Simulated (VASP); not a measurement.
# Be (P6/mmm) in VASP: a series of runs

Runs on Be. Level: RPBE. Tasks: single point, relaxation of cell and atoms.

Everything below comes from runs of VASP 6.6.1. Logs are shortened: lines on timing, memory, paths and dates and some standing lists are left out, and cuts for length are marked.

### Step 1. The cell of the first run

It takes space group P6/mmm (No. 191, hexagonal). Conventional cell: a = 3.599 Å, b = 3.599 Å, c = 2.216 Å, α = 90.00°, β = 90.00°, γ = 120.00°. Be (site symmetry 6/mmm) has 14 Be at 2.22 to 2.36 Å within 2.9 Å. Be (site symmetry -6m2) has 11 Be at 2.08 to 2.36 Å within 2.8 Å.

### Step 2. Single point, RPBE

INCAR reads:

```
SYSTEM = Be
PREC = Accurate
ENCUT = 520
EDIFF = 1E-6
ISMEAR = -1
SIGMA = 0.1
LREAL = .False.
LASPH = .True.
NELM = 80
ALGO = Normal
ISIF = 2
LWAVE = .False.
LCHARG = .True.
GGA = RP
LELF = .True.
LVHAR = .True.
NBANDS = 10
```

KPOINTS reads:

```
Automatic mesh
0
Gamma
  11 11 16
  0 0 0
```

POSCAR reads:

```
Be
1.0
    3.5992973692      0.0000000000      0.0000000000
   -1.7996486846      3.1170829576      0.0000000000
    0.0000000000      0.0000000000      2.2164995595
Be
3
Direct
    0.0000000000      0.0000000000      0.0000000000
    0.3333333333      0.6666666667      0.5000000000
    0.6666666667      0.3333333333      0.5000000000
```

Potentials or basis: VASP PAW PBE potentials, release 64 (Be).

Run with:

```sh
> cat potpaw_PBE.64/Be/POTCAR > POTCAR
> mpirun -np 1 vasp_std > vasp.out
```

OUTCAR:

```text
SYSTEM = Be
   PREC = Accurate
   ENCUT = 520
   EDIFF = 1E-6
   ISMEAR = -1
   LREAL = .False.
   LASPH = .True.
   NELM = 80
   ISIF = 2
   GGA = RP

 ion  position               nearest neighbor table
   1  0.000  0.000  0.000-   2 2.36   3 2.36   2 2.36   3 2.36   3 2.36   3 2.36   2 2.36   2 2.36
                             3 2.36   3 2.36   2 2.36   2 2.36
   2  0.333  0.667  0.500-   3 2.08   3 2.08   3 2.08   1 2.36   1 2.36   1 2.36   1 2.36   1 2.36
                             1 2.36
   3  0.667  0.333  0.500-   2 2.08   2 2.08   2 2.08   1 2.36   1 2.36   1 2.36   1 2.36   1 2.36
                             1 2.36

  LATTYP: Found a hexagonal cell.
 ALAT       =     3.5992973692
 C/A-ratio  =     0.6158145138

  Lattice vectors:

 A1 = (   3.5992973692,   0.0000000000,   0.0000000000)
 A2 = (  -1.7996486846,   3.1170829576,   0.0000000000)
 A3 = (   0.0000000000,   0.0000000000,   2.2164995595)

Analysis of symmetry for initial positions (statically):
=====================================================================
 Subroutine PRICEL returns:
 Original cell was already a primitive cell.

 Routine SETGRP: Setting up the symmetry group for a
 hexagonal supercell.

 Subroutine GETGRP returns: Found 24 space group operations
 (whereof 24 operations were pure point group operations)
 out of a pool of 24 trial point group operations.

The static configuration has the point symmetry D_6h.

Analysis of symmetry for dynamics (positions and initial velocities):
=====================================================================
 Subroutine PRICEL returns:
 Original cell was already a primitive cell.

 Routine SETGRP: Setting up the symmetry group for a
 hexagonal supercell.

 Subroutine GETGRP returns: Found 24 space group operations
 (whereof 24 operations were pure point group operations)
 out of a pool of 24 trial point group operations.

The dynamic configuration has the point symmetry D_6h.

 Subroutine INISYM returns: Found 24 space group operations
 (whereof 24 operations are pure point group operations),
 and found     1 'primitive' translations

----------------------------------------------------------------------------------------

                                     Primitive cell

  volume of cell :      24.8676

  direct lattice vectors                    reciprocal lattice vectors
     3.599297369  0.000000000  0.000000000     0.277832004  0.160406382  0.000000000
    -1.799648685  3.117082958  0.000000000     0.000000000  0.320812764  0.000000000
     0.000000000  0.000000000  2.216499559     0.000000000  0.000000000  0.451161831

  length of vectors
     3.599297369  3.599297369  2.216499559     0.320812764  0.320812764  0.451161831

  position of ions in fractional coordinates (direct lattice)
     0.000000000  0.000000000  0.000000000
     0.333333333  0.666666667  0.500000000
     0.666666667  0.333333333  0.500000000

  ion indices of the primitive-cell ions
   primitive index   ion index
                 1           1
                 2           2
                 3           3

----------------------------------------------------------------------------------------

 KPOINTS: Automatic mesh

Automatic generation of k-mesh.
 Grid dimensions read from file:
 generate k-points for:   11   11   16

 Generating k-lattice:

  Cartesian coordinates                     Fractional coordinates (reciprocal lattice)
     0.025257455  0.014582398  0.000000000     0.090909091  0.000000000  0.000000000
     0.000000000  0.029164797  0.000000000     0.000000000  0.090909091  0.000000000
     0.000000000  0.000000000  0.028197614     0.000000000  0.000000000  0.062500000

  Length of vectors
     0.029164797  0.029164797  0.028197614

  Shift w.r.t. Gamma in fractional coordinates (k-lattice)
     0.000000000  0.000000000  0.000000000

 Subroutine IBZKPT returns following result:
 ===========================================

 Found    144 irreducible k-points:

 Following reciprocal coordinates:
            Coordinates               Weight
  0.000000  0.000000  0.000000      1.000000
  0.090909  0.000000  0.000000      6.000000
  0.181818 -0.000000  0.000000      6.000000
  0.272727  0.000000  0.000000      6.000000
  0.363636 -0.000000  0.000000      6.000000
  0.454545 -0.000000  0.000000      6.000000
[... 16 lines left out ...]
  0.090909  0.090909  0.062500     12.000000
  0.181818  0.090909  0.062500     24.000000
 [... further k-points ...]
   k-points           NKPTS =    144   k-points in BZ     NKDIM =    144   number of bands    NBANDS=     10
   number of dos      NEDOS =    301   number of ions     NIONS =      3
   total plane-waves  NPLWV =  12544
   dimension x,y,z NGX =    28 NGY =   28 NGZ =   16
   dimension x,y,z NGXF=    56 NGYF=   56 NGZF=   32
   ions per type =               3
   NGX,Y,Z   is equivalent  to a cutoff of  12.93, 12.93, 12.00 a.u.
   NGXF,Y,Z  is equivalent  to a cutoff of  25.87, 25.87, 24.00 a.u.
 SYSTEM =  Be
   PREC   = accura    normal or accurate (medium, high low for compatibility)
   ISTART =      0    job   : 0-new  1-cont  2-samecut
   ICHARG =      2    charge: 1-file 2-atom 10-const
   ISPIN  =      1    spin polarized calculation?
   LNONCOLLINEAR =      F non collinear calculations
   LSORBIT =      F    spin-orbit coupling
   LASPH  =      T    aspherical Exc in radial PAW
   ENCUT  =  520.0 eV  38.22 Ry    6.18 a.u.   6.69  6.69  4.12*2*pi/ulx,y,z
   NELM   =     80;   NELMIN=  2; NELMDL= -5     # of ELM steps
   EDIFF  = 0.1E-05   stopping-criterion for ELM
   LREAL  =      F    real-space projection
   EDIFFG = 0.1E-04   stopping-criterion for IOM
   NSW    =      0    number of steps for IOM
   IBRION =     -1    ionic relax: 0-MD 1-quasi-New 2-CG
   NFREE  =      0    steps in history (QN), initial steepest desc. (CG)
   ISIF   =      2    stress and relaxation
   ISYM   =      2    0-nonsym 1-usesym 2-fastsym
   POTIM  = 0.5000    time-step for ionic-motion
   TEBEG  =    0.0;   TEEND  =   0.0 temperature during run
   PSTRESS=    0.0 pullay stress
   NELECT =       6.0000    total number of electrons
   NUPDOWN=      -1.0000    fix difference up-down
   EMIN   =  10.00;   EMAX   =-10.00  energy-range for DOS
   EFERMI =   0.00;   METHOD = LEGACY
   ISMEAR =    -1;   SIGMA  =   0.10  broadening in eV -4-tet -1-fermi 0-gaus
   EFERMI_NEDOS =   21; number of points for ismear=-14 and -15
   IALGO  =     38    algorithm
   IMIX   =      4    mixing-type and parameters
     AMIX     =   0.40;   BMIX     =  1.00
     AMIX_MAG =   1.60;   BMIX_MAG =  1.00
  volume/ion in A,a.u.               =       8.29        55.94
  Fermi-wavevector in a.u.,A,eV,Ry     =   1.019172  1.925955 14.132519  1.038711
  Thomas-Fermi vector in A             =   2.152671
   LORBIT       =      0    0 simple, 1 ext, 2 COOP (PROOUT), +10 PAW based schemes
   GGA     = RP    functional components
   LHFCALC =     F    Hartree Fock is set to
   AEXX    =    0.0000 exact exchange contribution
   IVDW    =     0    specifies the selected vdW correction
   LEPSILON=     F    determine dielectric tensor
   LRPA    =     F    only Hartree local field effects (RPA)
 non-spin polarized calculation
  energy-cutoff  :      520.00
  volume of cell :       24.87
 maximum number of plane-waves:       704
 NGX is ok and might be reduce to    28
   NGX = 13   NGY = 13   NGZ =  9

 number of electron       6.0000000 magnetization

 Free energy of the ion-electron system (eV)
  ---------------------------------------------------
  ext. energy  EPLUGINS =         0.00000000
  ---------------------------------------------------
  free energy    TOTEN  =        -9.99890790 eV

  energy without entropy =       -9.97834092  energy(sigma->0) =       -9.98862441

 E-fermi :   7.3255     XC(G=0): -10.4553

 val. band max:        7.3037220450   @ k =   0.2727   0.0000   0.3125
 cond. band min:       7.3348068263   @ k =   0.1818  -0.0000   0.3750
 fundamental gap:      0.0310847813
 Fermi energy:         7.3255179909

 k-point     1 :       0.0000    0.0000    0.0000
  band No.  band energies     occupation
      1      -4.4032      2.00000
      2       6.1846      1.99998
      3       6.1846      1.99998
      4       6.4015      1.99981
      5       6.4015      1.99981
      6      12.5902      0.00000
      7      12.8095      0.00000
      8      17.7341      0.00000
      9      26.1905      0.00000
     10      26.2533      0.00000

 k-point     2 :       0.0909    0.0000    0.0000
  band No.  band energies     occupation
      1      -4.3076      2.00000
      2       4.7890      2.00000
      3       5.0555      2.00000
      4       7.3794      0.73698
      5       7.7710      0.02297
      6      12.9894      0.00000
      7      13.1755      0.00000
      8      17.8474      0.00000
      9      25.7767      0.00000
     10      25.9821      0.00000

 k-point     3 :       0.1818   -0.0000    0.0000
  band No.  band energies     occupation
      1      -4.0207      2.00000
      2       3.1906      2.00000
      3       4.0683      2.00000
      4       7.8433      0.01122
      5       9.4778      0.00000
      6      13.8193      0.00000
      7      14.5029      0.00000
      8      18.1859      0.00000
      9      24.5634      0.00000
     10      25.0935      0.00000
[... 248 lines left out ...]
 k-point    23 :       0.0909    0.0909    0.0625
  band No.  band energies     occupation
      1      -4.0264      2.00000
      2       4.0277      2.00000
      3       4.0351      2.00000
      4       8.4317      0.00003
      5       8.5608      0.00001
      6      13.5877      0.00000
      7      13.8004      0.00000
      8      17.5025      0.00000
      9      24.7906      0.00000
     10      25.0812      0.00000

 k-point    24 :       0.1818    0.0909    0.0625
  band No.  band energies     occupation
      1      -3.6436      2.00000
      2       2.5357      2.00000
      3       3.2595      2.00000
      4       8.6360      0.00000
      5      10.1216      0.00000
      6      14.7456      0.00000
      7      15.3879      0.00000
      8      17.8917      0.00000
      9      23.1254      0.00000
     10      24.1653      0.00000

 [... further k-points ...]

------------------------ aborting loop because EDIFF is reached ----------------------------------------

  FORCE on cell =-STRESS in cart. coord.  units (eV):
  Direction    XX          YY          ZZ          XY          YZ          ZX
  --------------------------------------------------------------------------------------
  -------------------------------------------------------------------------------------
  Total       -0.0287366     -0.0287366      0.0864900      0.0000000     -0.0000000      0.0000000
  in kB       -1.8514493     -1.8514493      5.5724075      0.0000000     -0.0000000      0.0000000
  external PRESSURE =       0.6231696 kB  Pullay stress =       0.0000000 kB

 VOLUME and BASIS-vectors are now :
 -----------------------------------------------------------------------------
  energy-cutoff  :      520.00
  volume of cell :       24.87
      direct lattice vectors                 reciprocal lattice vectors
     3.599297369  0.000000000  0.000000000     0.277832004  0.160406382  0.000000000
    -1.799648685  3.117082958  0.000000000     0.000000000  0.320812764  0.000000000
     0.000000000  0.000000000  2.216499559     0.000000000  0.000000000  0.451161831

 POSITION                                       TOTAL-FORCE (eV/Angst)
 -----------------------------------------------------------------------------------
      0.00000      0.00000      0.00000        -0.000000      0.000000      0.000000
     -0.00000      2.07806      1.10825         0.000000      0.000000     -0.000000
      1.79965      1.03903      1.10825        -0.000000      0.000000      0.000000
 -----------------------------------------------------------------------------------
    total drift:                                0.000000     -0.000000     -0.000000

  FREE ENERGIE OF THE ION-ELECTRON SYSTEM (eV)
  ---------------------------------------------------
  free  energy   TOTEN  =        -9.9989079006 eV

  energy  without entropy=       -9.9783409192  energy(sigma->0) =       -9.98862441
```

Wall time 13 s (1 thread of Intel Xeon 6975P-C (Granite Rapids), shared host); peak memory 0.15 GiB.

Results:

```
Free energy            : -9.9989 eV
Pressure               : 0.1 GPa
Band gap on the k mesh : zero (band 3 reaches 11.06 eV, above the bottom of band 4 at 6.40 eV)
```

Caveat: the PAW data sets were made with another functional, which shifts forces and pressure a little.

### Step 3. Single point, RPBE (volume scaled by 1.04)

INCAR reads:

```
ALGO = Normal ; EDIFF = 1E-7
ENCUT = 520 ; GGA = RP
ISIF = 2 ; ISMEAR = -1
LASPH = True ; LCHARG = True
LELF = True ; LREAL = False
LVHAR = True ; LWAVE = False
NBANDS = 10 ; NELM = 60
PREC = Accurate ; SIGMA = 0.1
```

KPOINTS reads:

```
k-points
0
Gamma
  11 11 16
```

POSCAR reads:

```
Be
1.0
    3.6466619768      0.0000000000      0.0000000000
   -1.8233309884      3.1581019109      0.0000000000
    0.0000000000      0.0000000000      2.2456673723
Be
3
Direct
    0.0000000000      0.0000000000      0.0000000000
    0.3333333333      0.6666666667      0.5000000000
    0.6666666667      0.3333333333      0.5000000000
```

Potentials or basis: VASP PAW PBE potentials, release 64 (Be).

Run with:

```sh
> cat potpaw_PBE.64/Be/POTCAR > POTCAR
> mpirun -np 1 vasp_std > vasp.out
```

It took 15 s on 1 thread of Intel Xeon 6975P-C (Granite Rapids), shared host; peak memory 0.15 GiB.

Results (log left out):

```
Free energy            : -9.9863 eV
Pressure               : -4.0 GPa
Band gap on the k mesh : zero (band 3 reaches 10.62 eV, above the bottom of band 4 at 6.12 eV)
```

Stress tensor (GPa, compression positive):
```
-4.65  0.00  0.00
 0.00 -4.65  0.00
 0.00  0.00 -2.71
```

Levels at points of the mesh, in eV from the Fermi level:
| k point | band 1 | band 2 | band 3 | band 4 | band 5 | band 6 | band 7 | band 8 |
| --- | --- | --- | --- | --- | --- | --- | --- | --- |
| (0.00, 0.00, 0.00) | -11.47 | -1.06 | -1.06 | -0.85 | -0.85 | 5.02 | 5.22 | 10.14 |
| (0.00, 0.00, 0.50) | -6.16 | -5.47 | 3.65 | 3.65 | 4.25 | 5.74 | 5.74 | 6.81 |

Caveat: the PAW data sets were made with another functional, which shifts forces and pressure a little.

### Step 4. Single point, RPBE (volume scaled by 1.08)

INCAR reads:

```
SYSTEM = Be
ALGO     = Normal         ! electronic algorithm
EDIFF    = 1E-7           ! SCF threshold, eV
ENCUT    = 520            ! plane-wave cutoff, eV
GGA      = RP             ! functional
ISIF     = 2              ! what is computed and relaxed
ISMEAR   = -1             ! smearing method
LASPH    = .True.         ! aspherical terms in the spheres
LCHARG   = .False.        ! write CHGCAR
LREAL    = .False.        ! projectors in reciprocal space
LWAVE    = .False.        ! write WAVECAR
NBANDS   = 10             ! bands
NELM     = 100            ! most SCF steps
PREC     = Accurate       ! precision mode
SIGMA    = 0.1            ! smearing width, eV
```

KPOINTS reads:

```
k-points
0
Gamma
  11 11 16
  0 0 0
```

POSCAR reads:

```
Be
1.0
    3.6928271558      0.0000000000      0.0000000000
   -1.8464135779      3.1980821287      0.0000000000
    0.0000000000      0.0000000000      2.2740965596
Be
3
Direct
    0.0000000000      0.0000000000      0.0000000000
    0.3333333333      0.6666666667      0.5000000000
    0.6666666667      0.3333333333      0.5000000000
```

Run with:

```sh
> cat potpaw_PBE.64/Be/POTCAR > POTCAR
> mpirun -np 1 vasp_std > vasp.out
```

Wall time 16 s (1 thread of Intel Xeon 6975P-C (Granite Rapids), shared host); peak memory 0.15 GiB.

Results (log left out):

- Free energy: -9.9505 eV
- Pressure: -7.4 GPa
- Band gap on the k mesh: zero (band 3 reaches 10.22 eV, above the bottom of band 4 at 5.86 eV)

Stress tensor (GPa, compression positive):
```
-8.41  0.00  0.00
 0.00 -8.41  0.00
 0.00  0.00 -5.47
```

Levels at points of the mesh, in eV from the Fermi level:
```csv
k point,band 1,band 2,band 3,band 4,band 5,band 6
"(0.00, 0.00, 0.00)",-11.22,-0.98,-0.98,-0.78,-0.78,4.79
"(0.00, 0.00, 0.50)",-5.97,-5.35,3.58,3.58,4.17,5.62
```

Caveat: the PAW data sets were made with another functional, which shifts forces and pressure a little.

(Part 1 of 2 ends here.)
